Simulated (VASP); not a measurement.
## MnO2: single point with BLYP+D3(BJ)

Crystal: MnO2.

```
Mn O
1.0
     2.85658    0.00000    0.00000
    -1.42829    2.47387    0.00000
     0.00000    0.00000    4.60137
Mn O
1 2
Direct
  0.00000 0.00000 0.50000
  0.33333 0.66667 0.70629
  0.66667 0.33333 0.29371
```

| Quantity | Value |
| --- | --- |
| Program | VASP 6.6.1 |
| Task | single point |
| Functional | BLYP |
| Dispersion | D3(BJ) |
| Potentials or basis | VASP PAW PBE potentials, release 64 (Mn_sv, O) |
| Cutoff | 600 eV |
| k mesh | 11 × 11 × 6 |
| Occupations | gaussian, width 0.1 eV |
| Spin | collinear spin, ferromagnetic start |
| Starting moments | [4.0, 0.0, 0.0] μB |

```yaml
Pressure: 5.4 GPa
Largest_force: 0.496 eV/Å
Band_gap_on_the_k_mesh: 0.70 eV (least direct gap 0.75 eV)
Net_moment: 3.00 μB per cell
Site_moments: Mn +2.68; O +0.07 μB
Valence_electrons_inside_the_program's_atomic_spheres: Mn 12.78; O 5.01
Dispersion_energy_per_atom: -0.278 eV
```

Forces on the atoms (eV/Å):
```
Mn   0.000  0.000  0.000
O    0.000  0.000  0.496
O    0.000  0.000 -0.496
```

Stress tensor (GPa, compression positive):
```
7.02 0.00 0.00
0.00 7.02 0.00
0.00 0.00 2.17
```

Levels at points of the mesh, in eV from the valence-band top:
Spin up:
```csv
k point,band 11,band 12,band 13,band 14,band 15,band 16,band 17,band 18,band 19,band 20
"(0.00, 0.00, 0.00)",-2.38,-1.43,-1.43,-1.20,-0.38,2.91,2.91,7.32,10.68,14.94
"(0.00, 0.00, 0.50)",-2.38,-2.38,-1.48,-1.48,-0.05,2.96,2.96,9.37,9.68,13.87
```
Spin down:
| k point | band 10 | band 11 | band 12 | band 13 | band 14 | band 15 |
| --- | --- | --- | --- | --- | --- | --- |
| (0.00, 0.00, 0.00) | -1.34 | -1.34 | -0.98 | 0.71 | 0.71 | 2.31 |
| (0.00, 0.00, 0.50) | -2.33 | -1.39 | -1.39 | 0.70 | 0.70 | 2.46 |

Wall time 120 s on 1 thread of Intel(R) Xeon(R) Platinum 8488C (Sapphire Rapids) (shared host), peak memory 0.27 GiB.

Caveat: the cell stands under pressure; the PAW data sets were made with another functional, which shifts forces and pressure a little; an odd mesh through Γ misses points on the zone boundary, where band edges can lie; a cell with one magnetic atom can't hold antiferromagnetic order, which such compounds often take.
